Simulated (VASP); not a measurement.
# Si2Mo (I4/mmm) in VASP: notebook

Runs on Si2Mo. Level: PBE. Tasks: single point.

All numbers are computed with VASP 6.6.1; they aren't measurements. Logs are shortened: lines on timing, memory, paths and dates and some standing lists are left out, and cuts for length are marked.

## 1. The cell of the first run

Symmetry: I4/mmm, No. 139, tetragonal system. The conventional cell has a = 3.135 Å, b = 3.135 Å, c = 7.701 Å, α = 90.00°, β = 90.00°, γ = 90.00°. Si (site symmetry 4mm) has 9 Si at 2.56 to 3.13 Å and 5 Mo at 2.56 Å within 3.4 Å. Mo (site symmetry 4/mmm) has 10 Si at 2.56 Å and 4 Mo at 3.13 Å within 3.4 Å.

## 2. Single point, PBE

Input file INCAR:

```
SYSTEM = Si2Mo
PREC = Accurate
ENCUT = 520
EDIFF = 1E-6
ISMEAR = -1
SIGMA = 0.15
LREAL = .False.
LASPH = .True.
NELM = 80
ALGO = Normal
ISIF = 2
LWAVE = .False.
LCHARG = .False.
GGA = PE
NBANDS = 18
```

Input file KPOINTS:

```
regular mesh
0
Gamma
  13 13 13
  0 0 0
```

Input file POSCAR:

```
Si2Mo
1.0
   -1.5673377739      1.5673377739      3.8502632003
    1.5673377739     -1.5673377739      3.8502632003
    1.5673377739      1.5673377739     -3.8502632003
Si Mo
2 1
Direct
    0.3330000000      0.3330000000      0.0000000000
    0.6670000000      0.6670000000      0.0000000000
    0.0000000000      0.0000000000      0.0000000000
```

Potentials or basis: VASP PAW PBE potentials, release 64 (Si, Mo_sv).

Launch:

```console
> cat potpaw_PBE.64/Si/POTCAR potpaw_PBE.64/Mo_sv/POTCAR > POTCAR
> mpirun -np 1 vasp_std > vasp.out
```

OUTCAR:

```text
SYSTEM = Si2Mo
   PREC = Accurate
   ENCUT = 520
   EDIFF = 1E-6
   ISMEAR = -1
   LREAL = .False.
   LASPH = .True.
   NELM = 80
   ISIF = 2
   GGA = PE

 ion  position               nearest neighbor table
   1  0.333  0.333  0.000-   2 2.56   2 2.56   2 2.56   2 2.56   3 2.56   3 2.56   3 2.56   3 2.56
                             3 2.56   2 2.57
   2  0.667  0.667  0.000-   1 2.56   1 2.56   1 2.56   1 2.56   3 2.56   3 2.56   3 2.56   3 2.56
                             3 2.56   1 2.57
   3  0.000  0.000  0.000-   2 2.56   1 2.56   2 2.56   1 2.56   2 2.56   1 2.56   1 2.56   2 2.56
                             1 2.56   2 2.56

  LATTYP: Found a body centered tetragonal cell.
 ALAT       =     3.1346755478
 C/A-ratio  =     2.4565625001

  Lattice vectors:

 A1 = (  -1.5673377739,   1.5673377739,   3.8502632003)
 A2 = (   1.5673377739,  -1.5673377739,   3.8502632003)
 A3 = (   1.5673377739,   1.5673377739,  -3.8502632003)

Analysis of symmetry for initial positions (statically):
=====================================================================
 Subroutine PRICEL returns:
 Original cell was already a primitive cell.

 Routine SETGRP: Setting up the symmetry group for a
 body centered tetragonal supercell.

 Subroutine GETGRP returns: Found 16 space group operations
 (whereof 16 operations were pure point group operations)
 out of a pool of 16 trial point group operations.

The static configuration has the point symmetry D_4h.

Analysis of symmetry for dynamics (positions and initial velocities):
=====================================================================
 Subroutine PRICEL returns:
 Original cell was already a primitive cell.

 Routine SETGRP: Setting up the symmetry group for a
 body centered tetragonal supercell.

 Subroutine GETGRP returns: Found 16 space group operations
 (whereof 16 operations were pure point group operations)
 out of a pool of 16 trial point group operations.

The dynamic configuration has the point symmetry D_4h.

 Subroutine INISYM returns: Found 16 space group operations
 (whereof 16 operations are pure point group operations),
 and found     1 'primitive' translations

----------------------------------------------------------------------------------------

                                     Primitive cell

  volume of cell :      37.8334

  direct lattice vectors                    reciprocal lattice vectors
    -1.567337774  1.567337774  3.850263200     0.000000000  0.319012282  0.129861252
[... 82 lines left out ...]
   ISPIN  =      1    spin polarized calculation?
   LNONCOLLINEAR =      F non collinear calculations
   LSORBIT =      F    spin-orbit coupling
   LASPH  =      T    aspherical Exc in radial PAW
   ENCUT  =  520.0 eV  38.22 Ry    6.18 a.u.   8.26  8.26  8.26*2*pi/ulx,y,z
   NELM   =     80;   NELMIN=  2; NELMDL= -5     # of ELM steps
   EDIFF  = 0.1E-05   stopping-criterion for ELM
   LREAL  =      F    real-space projection
   EDIFFG = 0.1E-04   stopping-criterion for IOM
   NSW    =      0    number of steps for IOM
   IBRION =     -1    ionic relax: 0-MD 1-quasi-New 2-CG
   NFREE  =      0    steps in history (QN), initial steepest desc. (CG)
   ISIF   =      2    stress and relaxation
   ISYM   =      2    0-nonsym 1-usesym 2-fastsym
   POTIM  = 0.5000    time-step for ionic-motion
   TEBEG  =    0.0;   TEEND  =   0.0 temperature during run
   PSTRESS=    0.0 pullay stress
   NELECT =      22.0000    total number of electrons
   NUPDOWN=      -1.0000    fix difference up-down
   EMIN   =  10.00;   EMAX   =-10.00  energy-range for DOS
   EFERMI =   0.00;   METHOD = LEGACY
   ISMEAR =    -1;   SIGMA  =   0.15  broadening in eV -4-tet -1-fermi 0-gaus
   EFERMI_NEDOS =   21; number of points for ismear=-14 and -15
   IALGO  =     38    algorithm
   IMIX   =      4    mixing-type and parameters
     AMIX     =   0.40;   BMIX     =  1.00
     AMIX_MAG =   1.60;   BMIX_MAG =  1.00
  volume/ion in A,a.u.               =      12.61        85.10
  Fermi-wavevector in a.u.,A,eV,Ry     =   1.366440  2.582197 25.404225  1.867158
  Thomas-Fermi vector in A             =   2.492580
   LORBIT       =      0    0 simple, 1 ext, 2 COOP (PROOUT), +10 PAW based schemes
   GGA     = PE    functional components
   LHFCALC =     F    Hartree Fock is set to
   AEXX    =    0.0000 exact exchange contribution
   IVDW    =     0    specifies the selected vdW correction
   LEPSILON=     F    determine dielectric tensor
   LRPA    =     F    only Hartree local field effects (RPA)
 non-spin polarized calculation
  energy-cutoff  :      520.00
  volume of cell :       37.83
 maximum number of plane-waves:      1034
 NGX is ok and might be reduce to    36
   NGX = 17   NGY = 17   NGZ = 17

 number of electron      22.0000000 magnetization

 Free energy of the ion-electron system (eV)
  ---------------------------------------------------
  ext. energy  EPLUGINS =         0.00000000
  ---------------------------------------------------
  free energy    TOTEN  =       -23.11609353 eV

  energy without entropy =      -23.09053216  energy(sigma->0) =      -23.10331284

 E-fermi :  13.2077     XC(G=0): -12.7244

 val. band max:       13.0880020279   @ k =  -0.3846   0.4615   0.3846
 cond. band min:      13.2558340466   @ k =  -0.4615   0.4615   0.3077
 fundamental gap:      0.1678320187
 Fermi energy:        13.2076765391

 k-point     1 :       0.0000    0.0000    0.0000
  band No.  band energies     occupation
      1     -47.4378      2.00000
      2     -21.6493      2.00000
      3     -21.5128      2.00000
      4     -21.5128      2.00000
      5      -0.7269      2.00000
      6       6.4817      2.00000
[... 481 lines left out ...]
      5       3.3110      2.00000
      6       3.8489      2.00000
[... 10 lines left out ...]
     17      21.0879      0.00000
     18      22.5362      0.00000

 [... further k-points ...]
[... 5 lines left out ...]
  --------------------------------------------------------------------------------------
  -------------------------------------------------------------------------------------
  Total        4.1613473      4.1613473      4.4033853      0.0000000     -0.0000000      0.0000000
  in kB      176.2255737    176.2255737    186.4754498      0.0000000     -0.0000000      0.0000000
  external PRESSURE =     179.6421990 kB  Pullay stress =       0.0000000 kB

 VOLUME and BASIS-vectors are now :
 -----------------------------------------------------------------------------
  energy-cutoff  :      520.00
  volume of cell :       37.83
      direct lattice vectors                 reciprocal lattice vectors
    -1.567337774  1.567337774  3.850263200     0.000000000  0.319012282  0.129861252
     1.567337774 -1.567337774  3.850263200     0.319012282  0.000000000  0.129861252
     1.567337774  1.567337774 -3.850263200     0.319012282  0.319012282  0.000000000

 POSITION                                       TOTAL-FORCE (eV/Angst)
 -----------------------------------------------------------------------------------
      0.00000      0.00000      2.56428         0.000000      0.000000      0.160645
      0.00000      0.00000      5.13625        -0.000000     -0.000000     -0.160645
      0.00000      0.00000      0.00000         0.000000      0.000000      0.000000
 -----------------------------------------------------------------------------------
    total drift:                                0.000000      0.000000     -0.000000

  FREE ENERGIE OF THE ION-ELECTRON SYSTEM (eV)
  ---------------------------------------------------
  free  energy   TOTEN  =       -23.1160935322 eV

  energy  without entropy=      -23.0905321556  energy(sigma->0) =      -23.10331284
```

OSZICAR:

```text
N       E                     dE             d eps       ncg     rms          rms(c)
DAV:   1     0.124369146429E+03    0.12437E+03   -0.11347E+04  7072   0.117E+03
DAV:   2    -0.208495943464E+02   -0.14522E+03   -0.14217E+03  8476   0.303E+02
DAV:   3    -0.239621595251E+02   -0.31126E+01   -0.30843E+01  8750   0.397E+01
DAV:   4    -0.239791734797E+02   -0.17014E-01   -0.17001E-01  8312   0.321E+00
DAV:   5    -0.239792838857E+02   -0.11041E-03   -0.11040E-03  8214   0.272E-01    0.246E+01
DAV:   6    -0.232516056696E+02    0.72768E+00   -0.50239E+00  7498   0.152E+01    0.586E+00
DAV:   7    -0.231490793731E+02    0.10253E+00   -0.69366E-01  7378   0.514E+00    0.517E+00
DAV:   8    -0.231167203625E+02    0.32359E-01   -0.86908E-02  7634   0.226E+00    0.444E-01
DAV:   9    -0.231161540566E+02    0.56631E-03   -0.15610E-03  8308   0.331E-01    0.237E-01
DAV:  10    -0.231161039481E+02    0.50108E-04   -0.40871E-04  7912   0.172E-01    0.533E-02
DAV:  11    -0.231160952506E+02    0.86975E-05   -0.10948E-04  7744   0.790E-02    0.307E-02
DAV:  12    -0.231160944868E+02    0.76376E-06   -0.17343E-05  7570   0.295E-02    0.112E-02
DAV:  13    -0.231160935322E+02    0.95464E-06   -0.20613E-06  5226   0.118E-02
   1 F= -.23116094E+02 E0= -.23103313E+02  d E =-.255614E-01
```

stdout:

```text
POSCAR found type information on POSCAR SiMo
 POSCAR found :  2 types and       3 ions
 scaLAPACK will be used
 LDA part: xc-table for (Slater+PW92), standard interpolation
 POSCAR, INCAR and KPOINTS ok, starting setup
 FFT: planning ... GRIDC
 FFT: planning ... GRID_SOFT
 FFT: planning ... GRID
 WAVECAR not read
 entering main loop
```

It took 75 s on 1 thread of Intel Xeon 6975P-C (Granite Rapids), shared host; peak memory 0.28 GiB.

What came out:

```yaml
Free_energy: -23.1161 eV
Pressure: 18.0 GPa
Largest_force: 0.161 eV/Å
Band_gap_on_the_k_mesh: zero (bands 11 and 12 overlap by 1.01 eV)
```

Forces in eV/Å, atoms in the order of the input:
```
Si   0.000  0.000  0.161
Si   0.000  0.000 -0.161
Mo   0.000  0.000  0.000
```

Levels at points of the mesh, in eV from the Fermi level:
| k point | band 7 | band 8 | band 9 | band 10 | band 11 | band 12 | band 13 | band 14 | band 15 | band 16 |
| --- | --- | --- | --- | --- | --- | --- | --- | --- | --- | --- |
| (0.00, 0.00, 0.00) | -3.36 | -3.31 | -2.82 | -2.82 | 0.45 | 2.89 | 3.50 | 3.84 | 3.84 | 4.39 |

Caveat: the cell stands under pressure.

[end of part 1 of 2]
